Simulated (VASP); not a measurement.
A run of VASP 6.6.1:

Contents of INCAR:

```
SYSTEM = InSb
  PREC = Accurate
  ENCUT = 520
  EDIFF = 1E-6
  ISMEAR = 0
  SIGMA = 0.15
  LREAL = .FALSE.
  LASPH = .TRUE.
  NELM = 100
  ALGO = Normal
  ISIF = 2
  LWAVE = .FALSE.
  LCHARG = .FALSE.
  GGA = PE
  NBANDS = 16
```

The input KPOINTS:

```
regular mesh
0
G
  12 12 12
  0 0 0
```

Contents of POSCAR:

```
InSb
1.0
    0.0000000000      3.2391000000      3.2067090000
    3.2391000000      0.0000000000      3.2067090000
    3.2391000000      3.2391000000      0.0000000000
In Sb
1 1
Direct
    0.0000000000      0.0000000000      0.0000000000
    0.7500000000      0.7500000000      0.7500000000
```

Potentials or basis: VASP PAW PBE potentials, release 64 (In_d, Sb).

Command:

```sh
$ cat potpaw_PBE.64/In_d/POTCAR potpaw_PBE.64/Sb/POTCAR > POTCAR
$ mpirun -np 1 vasp_std > vasp.out
```

Hardware: 1 thread of AMD EPYC 9R45 96-Core Processor (Zen 5), on a shared host.

Task: How long does it take, and how much memory?

Result: Run time: 100 s on 1 thread of AMD EPYC 9R45 96-Core Processor (Zen 5) (shared host), peak memory 0.31 GiB. Counts: scf iterations 13, k points 163.
